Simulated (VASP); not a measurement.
# Ca (P-43m) in VASP: a series of runs

Ca is run at these levels: PBE; tasks: single point, relaxation of cell and atoms.

Program: VASP 6.6.1. These are calculated values, not measurements. Logs are shortened: lines on timing, memory, paths and dates and some standing lists are left out, and cuts for length are marked.

## 1. The cell of the first run

It takes space group P-43m (No. 215, cubic). The conventional cell has a = 6.239 Å, b = 6.239 Å, c = 6.239 Å, α = 90.00°, β = 90.00°, γ = 90.00°. Ca (site symmetry 3m) has 4 Ca at 3.23 to 3.55 Å within 4.2 Å. Within 4.2 Å of Ca (site symmetry -43m) lie 4 Ca at 3.23 Å.

The cell was built from a structure type or drawn by symmetry, and may not be a known phase.

## 2. Single point, PBE

Input file INCAR:

```
PREC = Accurate
ENCUT = 520
EDIFF = 1E-7
ISMEAR = 0
SIGMA = 0.1
LREAL = False
LASPH = True
NELM = 100
ALGO = Normal
ISIF = 2
LWAVE = False
LCHARG = True
GGA = PE
LELF = True
LVHAR = True
NBANDS = 33
```

Input file KPOINTS:

```
regular mesh
0
Gamma
  4 4 4
```

Input file POSCAR:

```
Ca
1.0
    6.2390009492      0.0000000000      0.0000000000
    0.0000000000      6.2390009492      0.0000000000
    0.0000000000      0.0000000000      6.2390009492
Ca
5
Direct
    0.2013073406      0.2013073406      0.2013073406
    0.2013073406      0.7986926594      0.7986926594
    0.7986926594      0.2013073406      0.7986926594
    0.7986926594      0.7986926594      0.2013073406
    0.5000000000      0.5000000000      0.5000000000
```

Potentials or basis: VASP PAW PBE potentials, release 64 (Ca_sv).

Launch:

```console
$ cat potpaw_PBE.64/Ca_sv/POTCAR > POTCAR
$ mpirun -np 1 vasp_std > vasp.out
```

OUTCAR:

```text
PREC = Accurate
   ENCUT = 520
   EDIFF = 1E-7
   ISMEAR = 0
   LREAL = False
   LASPH = True
   NELM = 100
   ISIF = 2
   GGA = PE

 ion  position               nearest neighbor table
   1  0.201  0.201  0.201-
   2  0.201  0.799  0.799-
   3  0.799  0.201  0.799-
   4  0.799  0.799  0.201-
   5  0.500  0.500  0.500-

  LATTYP: Found a simple cubic cell.
 ALAT       =     6.2390009492

  Lattice vectors:

 A1 = (   6.2390009492,   0.0000000000,   0.0000000000)
 A2 = (   0.0000000000,   6.2390009492,   0.0000000000)
 A3 = (   0.0000000000,   0.0000000000,   6.2390009492)

Analysis of symmetry for initial positions (statically):
=====================================================================
 Subroutine PRICEL returns:
 Original cell was already a primitive cell.

 Routine SETGRP: Setting up the symmetry group for a
 simple cubic supercell.

 Subroutine GETGRP returns: Found 24 space group operations
 (whereof 24 operations were pure point group operations)
 out of a pool of 48 trial point group operations.

The static configuration has the point symmetry T_d .

Analysis of symmetry for dynamics (positions and initial velocities):
=====================================================================
 Subroutine PRICEL returns:
 Original cell was already a primitive cell.

 Routine SETGRP: Setting up the symmetry group for a
 simple cubic supercell.

 Subroutine GETGRP returns: Found 24 space group operations
 (whereof 24 operations were pure point group operations)
 out of a pool of 48 trial point group operations.

The dynamic configuration has the point symmetry T_d .

 Subroutine INISYM returns: Found 24 space group operations
 (whereof 24 operations are pure point group operations),
 and found     1 'primitive' translations

----------------------------------------------------------------------------------------

                                     Primitive cell

  volume of cell :     242.8539

  direct lattice vectors                    reciprocal lattice vectors
     6.239000949  0.000000000  0.000000000     0.160282072  0.000000000  0.000000000
     0.000000000  6.239000949  0.000000000     0.000000000  0.160282072  0.000000000
     0.000000000  0.000000000  6.239000949     0.000000000  0.000000000  0.160282072

  length of vectors
     6.239000949  6.239000949  6.239000949     0.160282072  0.160282072  0.160282072

[... 70 lines left out ...]
   NELM   =    100;   NELMIN=  2; NELMDL= -5     # of ELM steps
   EDIFF  = 0.1E-06   stopping-criterion for ELM
   LREAL  =      F    real-space projection
   EDIFFG = 0.1E-05   stopping-criterion for IOM
   NSW    =      0    number of steps for IOM
   IBRION =     -1    ionic relax: 0-MD 1-quasi-New 2-CG
   NFREE  =      0    steps in history (QN), initial steepest desc. (CG)
   ISIF   =      2    stress and relaxation
   ISYM   =      2    0-nonsym 1-usesym 2-fastsym
   POTIM  = 0.5000    time-step for ionic-motion
   TEBEG  =    0.0;   TEEND  =   0.0 temperature during run
   PSTRESS=    0.0 pullay stress
   NELECT =      50.0000    total number of electrons
   NUPDOWN=      -1.0000    fix difference up-down
   EMIN   =  10.00;   EMAX   =-10.00  energy-range for DOS
   EFERMI =   0.00;   METHOD = LEGACY
   ISMEAR =     0;   SIGMA  =   0.10  broadening in eV -4-tet -1-fermi 0-gaus
   EFERMI_NEDOS =   21; number of points for ismear=-14 and -15
   IALGO  =     38    algorithm
   IMIX   =      4    mixing-type and parameters
     AMIX     =   0.40;   BMIX     =  1.00
     AMIX_MAG =   1.60;   BMIX_MAG =  1.00
  volume/ion in A,a.u.               =      48.57       327.77
  Fermi-wavevector in a.u.,A,eV,Ry     =   0.966681  1.826762 12.714262  0.934472
  Thomas-Fermi vector in A             =   2.096503
   LORBIT       =      0    0 simple, 1 ext, 2 COOP (PROOUT), +10 PAW based schemes
   GGA     = PE    functional components
   LHFCALC =     F    Hartree Fock is set to
   AEXX    =    0.0000 exact exchange contribution
   IVDW    =     0    specifies the selected vdW correction
   LEPSILON=     F    determine dielectric tensor
   LRPA    =     F    only Hartree local field effects (RPA)
 non-spin polarized calculation
 Gauss-broadening in eV      SIGMA  =   0.10
  energy-cutoff  :      520.00
  volume of cell :      242.85
 maximum number of plane-waves:      6619
 NGX is ok and might be reduce to    48
   NGX = 23   NGY = 23   NGZ = 23

 number of electron      50.0000001 magnetization

 Free energy of the ion-electron system (eV)
  ---------------------------------------------------
  ext. energy  EPLUGINS =         0.00000000
  ---------------------------------------------------
  free energy    TOTEN  =        -6.87596969 eV

  energy without entropy =       -6.82195812  energy(sigma->0) =       -6.84896391

 E-fermi :   1.3658     XC(G=0):  -7.2493

 val. band max:        1.3541576105   @ k =   0.5000   0.0000   0.0000
 cond. band min:       1.3939095822   @ k =   0.5000   0.5000   0.2500
 fundamental gap:      0.0397519717
 Fermi energy:         1.3658246161

 k-point     1 :       0.0000    0.0000    0.0000
  band No.  band energies     occupation
      1     -41.1935      2.00000
      2     -40.9406      2.00000
      3     -40.9266      2.00000
      4     -40.9266      2.00000
      5     -40.9266      2.00000
      6     -22.2519      2.00000
[... 349 lines left out ...]
     32       2.7209      0.00000
     33       2.7211      0.00000

------------------------ aborting loop because EDIFF is reached ----------------------------------------

  FORCE on cell =-STRESS in cart. coord.  units (eV):
  Direction    XX          YY          ZZ          XY          YZ          ZX
  --------------------------------------------------------------------------------------
  -------------------------------------------------------------------------------------
  Total        0.3047425      0.3047425      0.3047425      0.0000000      0.0000000      0.0000000
  in kB        2.0104739      2.0104739      2.0104739      0.0000000      0.0000000      0.0000000
  external PRESSURE =       2.0104739 kB  Pullay stress =       0.0000000 kB

 VOLUME and BASIS-vectors are now :
 -----------------------------------------------------------------------------
  energy-cutoff  :      520.00
  volume of cell :      242.85
      direct lattice vectors                 reciprocal lattice vectors
     6.239000949  0.000000000  0.000000000     0.160282072  0.000000000  0.000000000
     0.000000000  6.239000949  0.000000000     0.000000000  0.160282072  0.000000000
     0.000000000  0.000000000  6.239000949     0.000000000  0.000000000  0.160282072

 POSITION                                       TOTAL-FORCE (eV/Angst)
 -----------------------------------------------------------------------------------
      1.25596      1.25596      1.25596        -0.010169     -0.010169     -0.010169
      1.25596      4.98304      4.98304        -0.010169      0.010169      0.010169
      4.98304      1.25596      4.98304         0.010169     -0.010169      0.010169
      4.98304      4.98304      1.25596         0.010169      0.010169     -0.010169
      3.11950      3.11950      3.11950        -0.000000     -0.000000     -0.000000
 -----------------------------------------------------------------------------------
    total drift:                                0.000000      0.000000      0.000000

  FREE ENERGIE OF THE ION-ELECTRON SYSTEM (eV)
  ---------------------------------------------------
  free  energy   TOTEN  =        -6.8759696888 eV

  energy  without entropy=       -6.8219581244  energy(sigma->0) =       -6.84896391
```

OSZICAR:

```text
N       E                     dE             d eps       ncg     rms          rms(c)
DAV:   1     0.500381540755E+03    0.50038E+03   -0.24477E+04   684   0.135E+03
DAV:   2     0.260368874060E+02   -0.47434E+03   -0.46871E+03   669   0.417E+02
DAV:   3    -0.321435087375E+01   -0.29251E+02   -0.28448E+02  1142   0.744E+01
DAV:   4    -0.694088702957E+01   -0.37265E+01   -0.36736E+01  1096   0.234E+01
DAV:   5    -0.715648865374E+01   -0.21560E+00   -0.21501E+00  1032   0.496E+00    0.514E+00
DAV:   6    -0.689496776121E+01    0.26152E+00   -0.79007E-01   896   0.476E+00    0.298E+00
DAV:   7    -0.687543640682E+01    0.19531E-01   -0.18679E-01   912   0.260E+00    0.151E+00
DAV:   8    -0.687721052205E+01   -0.17741E-02   -0.38480E-02   936   0.124E+00    0.242E-01
DAV:   9    -0.687594927329E+01    0.12612E-02   -0.11595E-02   879   0.642E-01    0.665E-02
DAV:  10    -0.687590347973E+01    0.45794E-04   -0.15412E-03  1032   0.200E-01    0.520E-02
DAV:  11    -0.687597848529E+01   -0.75006E-04   -0.18607E-04   880   0.108E-01    0.391E-02
DAV:  12    -0.687596950976E+01    0.89755E-05   -0.49754E-05   935   0.554E-02    0.290E-03
DAV:  13    -0.687596920400E+01    0.30576E-06   -0.34683E-06   968   0.103E-02    0.295E-03
DAV:  14    -0.687596978717E+01   -0.58317E-06   -0.27333E-07   752   0.361E-03    0.609E-04
DAV:  15    -0.687596965728E+01    0.12989E-06   -0.52610E-08   575   0.138E-03    0.172E-04
DAV:  16    -0.687596968884E+01   -0.31568E-07   -0.21230E-08   549   0.767E-04
   1 F= -.68759697E+01 E0= -.68489639E+01  d E =-.540116E-01
```

Run time: 71 s. Hardware: 1 thread of Intel Xeon Platinum 8375C at 2.90GHz (Ice Lake), shared host; peak memory 0.33 GiB.

What came out:

| Property | Result |
| --- | --- |
| Free energy | -6.8760 eV |
| Pressure | 0.2 GPa |
| Largest force | 0.018 eV/Å |
| Band gap on the k mesh | zero (bands 25 and 26 overlap by 0.72 eV) |

Forces in eV/Å, atoms in the order of the input:
```
Ca  -0.010 -0.010 -0.010
Ca  -0.010  0.010  0.010
Ca   0.010 -0.010  0.010
Ca   0.010  0.010 -0.010
Ca   0.000  0.000  0.000
```

Levels at points of the mesh, in eV from the Fermi level:
```tsv
k point	band 21	band 22	band 23	band 24	band 25	band 26	band 27	band 28	band 29	band 30
(0.00, 0.00, 0.00)	-3.68	-0.41	-0.41	-0.41	-0.11	-0.11	-0.02	0.52	0.71	0.71
(0.50, 0.00, 0.00)	-2.67	-2.57	-0.03	-0.01	-0.01	0.04	0.40	0.55	0.78	0.94
(0.50, 0.50, 0.00)	-1.97	-1.76	-1.48	-1.48	0.24	0.31	0.64	0.64	0.96	0.96
(0.50, 0.50, 0.50)	-1.55	-0.97	-0.97	-0.97	-0.74	-0.49	-0.49	-0.49	1.16	1.16
```

(Part 1 of 2 ends here.)
